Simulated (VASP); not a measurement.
# TaN (P-62m) in VASP: further runs, part 2 of 2

VASP 6.6.1.

### 3 Single point, LDA+U, collinear spin, zero start

INCAR

```
SYSTEM = TaN
  PREC = Accurate
  ENCUT = 520
  EDIFF = 1E-7
  ISMEAR = 0
  SIGMA = 0.05
  LREAL = .False.
  LASPH = .True.
  NELM = 150
  ALGO = Normal
  ISIF = 2
  LWAVE = .False.
  LCHARG = .False.
  ISPIN = 2
  MAGMOM = 0 0 0 0 0 0
  LORBIT = 11
  LMAXMIX = 4
  LDAU = .True.
  LDAUTYPE = 2
  LDAUL = 2 -1
  LDAUU = 2 0
  LDAUJ = 0 0
  LDAUPRINT = 1
  NBANDS = 37
```

KPOINTS

```
Automatic mesh
0
Gamma
  4 4 6
  0 0 0
```

POSCAR

```
TaN
1.0
    5.1960001500      0.0000000000      0.0000000000
   -2.5980000800      4.4998681300      0.0000000000
    0.0000000000      0.0000000000      2.9109996000
Ta N
3 3
Direct
    0.3333333333      0.6666666667      0.5000000000
    0.6666666667      0.3333333333      0.5000000000
    0.0000000000      0.0000000000      0.0000000000
    0.3928500000      0.0000000000      0.0000000000
    0.6071500000      0.6071500000      0.0000000000
    0.0000000000      0.3928500000      0.0000000000
```

Potentials or basis: VASP PAW LDA potentials, release 64 (Ta_pv, N).

Launch:

```bash
> cat potpaw_LDA.64/Ta_pv/POTCAR potpaw_LDA.64/N/POTCAR > POTCAR
> mpirun -np 1 vasp_std > vasp.out
```

OUTCAR:

```text
SYSTEM = TaN
   PREC = Accurate
   ENCUT = 520
   EDIFF = 1E-7
   ISMEAR = 0
   LREAL = .False.
   LASPH = .True.
   NELM = 150
   ISIF = 2
   ISPIN = 2
   LORBIT = 11

 ion  position               nearest neighbor table
   1  0.333  0.667  0.500-   6 2.16   6 2.16   5 2.16   5 2.16   4 2.16   4 2.16   2 3.00   2 3.00
                             2 3.00   3 3.33   3 3.33   3 3.33   3 3.33   3 3.33   3 3.33
   2  0.667  0.333  0.500-   6 2.16   6 2.16   4 2.16   4 2.16   5 2.16   5 2.16   1 3.00   1 3.00
                             1 3.00   3 3.33   3 3.33   3 3.33   3 3.33   3 3.33   3 3.33
   3  0.000  0.000  0.000-   5 2.04   4 2.04   6 2.04   2 3.33   2 3.33   1 3.33   1 3.33   1 3.33
                             2 3.33   2 3.33   1 3.33   2 3.33   2 3.33   1 3.33   1 3.33
   4  0.393  0.000  0.000-   3 2.04   2 2.16   2 2.16   1 2.16   1 2.16
   5  0.607  0.607  0.000-   3 2.04   1 2.16   1 2.16   2 2.16   2 2.16
   6  0.000  0.393  0.000-   3 2.04   2 2.16   2 2.16   1 2.16   1 2.16

  LATTYP: Found a hexagonal cell.
 ALAT       =     5.1960001500
 C/A-ratio  =     0.5602385520

  Lattice vectors:

 A1 = (   5.1960001500,   0.0000000000,   0.0000000000)
 A2 = (  -2.5980000800,   4.4998681300,   0.0000000000)
 A3 = (   0.0000000000,   0.0000000000,   2.9109996000)

Analysis of symmetry for initial positions (statically):
=====================================================================
 Subroutine PRICEL returns:
 Original cell was already a primitive cell.

 Routine SETGRP: Setting up the symmetry group for a
 hexagonal supercell.

 Subroutine GETGRP returns: Found 12 space group operations
 (whereof 12 operations were pure point group operations)
 out of a pool of 24 trial point group operations.

The static configuration has the point symmetry D_3h.

Analysis of symmetry for dynamics (positions and initial velocities):
=====================================================================
 Subroutine PRICEL returns:
 Original cell was already a primitive cell.

 Routine SETGRP: Setting up the symmetry group for a
 hexagonal supercell.

 Subroutine GETGRP returns: Found 12 space group operations
 (whereof 12 operations were pure point group operations)
 out of a pool of 24 trial point group operations.

The dynamic configuration has the point symmetry D_3h.

Analysis of structural, dynamic, and magnetic symmetry:
=====================================================================
 Subroutine PRICEL returns:
 Original cell was already a primitive cell.

 Routine SETGRP: Setting up the symmetry group for a
 hexagonal supercell.

 Subroutine GETGRP returns: Found 12 space group operations
 (whereof 12 operations were pure point group operations)
 out of a pool of 24 trial point group operations.

The overall configuration has the point symmetry D_3h.
[... 139 lines left out ...]
   NGX = 19   NGY = 19   NGZ = 11

 number of electron      48.0000002 magnetization       0.0000112

atom =   1  type =  1  l = 2

 onsite density matrix

spin component  1
[... 83 lines left out ...]
  o =  0.1980  v =  0.0000  0.0000  0.0000  0.0000  0.0000 -0.0000 -0.5583 -0.0000 -0.8296  0.0000      0.0000  0.0000  0.0000  0.0000  0.0000  0.0000  0.0000  0.0000  0.0000  0.0000
  o =  0.1980  v =  0.0000  0.0000  0.0000  0.0000  0.0000 -0.0000  0.8296  0.0000 -0.5583 -0.0000      0.0000  0.0000  0.0000  0.0000  0.0000  0.0000  0.0000  0.0000  0.0000  0.0000
  o =  0.1980  v = -0.0000 -0.5583  0.0000 -0.8296  0.0000  0.0000  0.0000  0.0000  0.0000  0.0000      0.0000  0.0000  0.0000  0.0000  0.0000  0.0000  0.0000  0.0000  0.0000  0.0000
  o =  0.1980  v = -0.0000  0.8296 -0.0000 -0.5583 -0.0000  0.0000  0.0000  0.0000  0.0000  0.0000      0.0000  0.0000  0.0000  0.0000  0.0000  0.0000  0.0000  0.0000  0.0000  0.0000
  o =  0.2419  v = -0.0423  0.0000 -0.0000 -0.0000  0.9991  0.0000  0.0000  0.0000  0.0000  0.0000      0.0000  0.0000  0.0000  0.0000  0.0000  0.0000  0.0000  0.0000  0.0000  0.0000
  o =  0.2419  v = -0.9991 -0.0000  0.0000  0.0000 -0.0423  0.0000  0.0000  0.0000  0.0000  0.0000      0.0000  0.0000  0.0000  0.0000  0.0000  0.0000  0.0000  0.0000  0.0000  0.0000
  o =  0.2419  v =  0.0000  0.0000  0.0000  0.0000  0.0000 -0.0462  0.0000 -0.0000  0.0000  0.9989      0.0000  0.0000  0.0000  0.0000  0.0000  0.0000  0.0000  0.0000  0.0000  0.0000
  o =  0.2419  v =  0.0000  0.0000  0.0000  0.0000  0.0000 -0.9989 -0.0000  0.0000  0.0000 -0.0462      0.0000  0.0000  0.0000  0.0000  0.0000  0.0000  0.0000  0.0000  0.0000  0.0000
  o =  0.3307  v = -0.0000 -0.0000 -1.0000 -0.0000 -0.0000  0.0000  0.0000  0.0000  0.0000  0.0000      0.0000  0.0000  0.0000  0.0000  0.0000  0.0000  0.0000  0.0000  0.0000  0.0000
  o =  0.3307  v =  0.0000  0.0000  0.0000  0.0000  0.0000 -0.0000  0.0000 -1.0000  0.0000 -0.0000      0.0000  0.0000  0.0000  0.0000  0.0000  0.0000  0.0000  0.0000  0.0000  0.0000

 number of electron      48.0000002 magnetization      -0.0000015

 Free energy of the ion-electron system (eV)
  ---------------------------------------------------
  ext. energy  EPLUGINS =         0.00000000
  ---------------------------------------------------
  free energy    TOTEN  =       -68.56779169 eV

  energy without entropy =      -68.56418194  energy(sigma->0) =      -68.56598682

 E-fermi :   8.4970     XC(G=0): -13.2501

 val. band max:        8.1361491817   @ k =   0.2500  -0.0000   0.3333
 cond. band min:       8.4973624554   @ k =   0.2500  -0.0000   0.1667
 fundamental gap:      0.3612132737
 Fermi energy:         8.4970252726

 spin component 1

 k-point     1 :       0.0000    0.0000    0.0000
  band No.  band energies     occupation
      1     -28.0277      1.00000
      2     -28.0277      1.00000
      3     -27.6764      1.00000
      4     -27.6764      1.00000
      5     -27.4843      1.00000
      6     -27.3761      1.00000
[... 613 lines left out ...]
     35      14.5373      0.00000
     36      14.8898      0.00000
 Fermi energy:         8.4970252726

 spin component 2

 k-point     1 :       0.0000    0.0000    0.0000
  band No.  band energies     occupation
      1     -28.0277      1.00000
      2     -28.0277      1.00000
      3     -27.6764      1.00000
      4     -27.6764      1.00000
      5     -27.4843      1.00000
      6     -27.3761      1.00000
[... 613 lines left out ...]
     35      14.5373      0.00000
     36      14.8898      0.00000
 [bands above 36 left out]

------------------------ aborting loop because EDIFF is reached ----------------------------------------

  FORCE on cell =-STRESS in cart. coord.  units (eV):
  Direction    XX          YY          ZZ          XY          YZ          ZX
  --------------------------------------------------------------------------------------
  -------------------------------------------------------------------------------------
  Total       -0.8493841     -0.8493841     -1.3224117      0.0000000      0.0000000      0.0000000
  in kB      -19.9941819    -19.9941820    -31.1290729      0.0000000      0.0000000      0.0000000
  external PRESSURE =     -23.7058123 kB  Pullay stress =       0.0000000 kB

 VOLUME and BASIS-vectors are now :
 -----------------------------------------------------------------------------
  energy-cutoff  :      520.00
  volume of cell :       68.06
      direct lattice vectors                 reciprocal lattice vectors
     5.196000150  0.000000000  0.000000000     0.192455730  0.111114367  0.000000000
    -2.598000080  4.499868130  0.000000000     0.000000000  0.222228735  0.000000000
     0.000000000  0.000000000  2.910999600     0.000000000  0.000000000  0.343524609

 POSITION                                       TOTAL-FORCE (eV/Angst)
 -----------------------------------------------------------------------------------
     -0.00000      2.99991      1.45550         0.000000     -0.000000      0.000000
      2.59800      1.49996      1.45550         0.000000     -0.000000      0.000000
      0.00000      0.00000      0.00000         0.000000     -0.000000      0.000000
      2.04125      0.00000      0.00000         0.088425     -0.000000     -0.000000
      1.57738      2.73209      0.00000        -0.044213     -0.076579      0.000000
     -1.02062      1.76777      0.00000        -0.044213      0.076579      0.000000
 -----------------------------------------------------------------------------------
    total drift:                               -0.000001     -0.000003      0.000000

  FREE ENERGIE OF THE ION-ELECTRON SYSTEM (eV)
  ---------------------------------------------------
  free  energy   TOTEN  =       -68.5677916925 eV

  energy  without entropy=      -68.5641819416  energy(sigma->0) =      -68.56598682

 total charge

# of ion       s       p       d       tot
------------------------------------------
    1        0.301   6.273   2.341   8.915
    2        0.301   6.273   2.341   8.915
    3        0.345   6.230   2.371   8.947
    4        1.226   2.549   0.000   3.775
    5        1.226   2.549   0.000   3.775
    6        1.226   2.549   0.000   3.775
--------------------------------------------------
tot          4.625  26.424   7.053  38.101

 magnetization (x)

# of ion       s       p       d       tot
------------------------------------------
    1       -0.000   0.000   0.000   0.000
    2       -0.000   0.000   0.000   0.000
    3       -0.000   0.000  -0.000  -0.000
    4       -0.000  -0.000   0.000  -0.000
    5       -0.000  -0.000   0.000  -0.000
    6       -0.000  -0.000   0.000  -0.000
--------------------------------------------------
tot         -0.000  -0.000   0.000  -0.000
```

Wall time 93 s (1 thread of Intel Xeon 8259CL, shared host); peak memory 0.21 GiB.

Results:

```
Free energy                                           : -68.5678 eV
Pressure                                              : -2.4 GPa
Largest force                                         : 0.088 eV/Å
Band gap on the k mesh                                : zero (filled and empty bands overlap)
Net moment                                            : 0.00 μB per cell
Valence electrons inside the program's atomic spheres : Ta 8.91, 8.95 (each value once); N 3.77
```

Forces on the atoms (eV/Å):
```
Ta   0.000  0.000  0.000
Ta   0.000  0.000  0.000
Ta   0.000  0.000  0.000
N    0.088  0.000  0.000
N   -0.044 -0.077  0.000
N   -0.044  0.077  0.000
```

Stress tensor (GPa, compression positive):
```
-2.00  0.00  0.00
 0.00 -2.00  0.00
 0.00  0.00 -3.11
```

Eigenvalues of the final occupation matrices:
```tsv
site	spin	trace	eigenvalues
site 1 d	1	1.20	0.22 0.22 0.24 0.24 0.28
site 1 d	2	1.20	0.22 0.22 0.24 0.24 0.28
site 2 d	1	1.20	0.22 0.22 0.24 0.24 0.28
site 2 d	2	1.20	0.22 0.22 0.24 0.24 0.28
site 3 d	1	1.21	0.20 0.20 0.24 0.24 0.33
site 3 d	2	1.21	0.20 0.20 0.24 0.24 0.33
```

Caveat: spin-orbit coupling is left out, which moves the levels of the heavy elements.
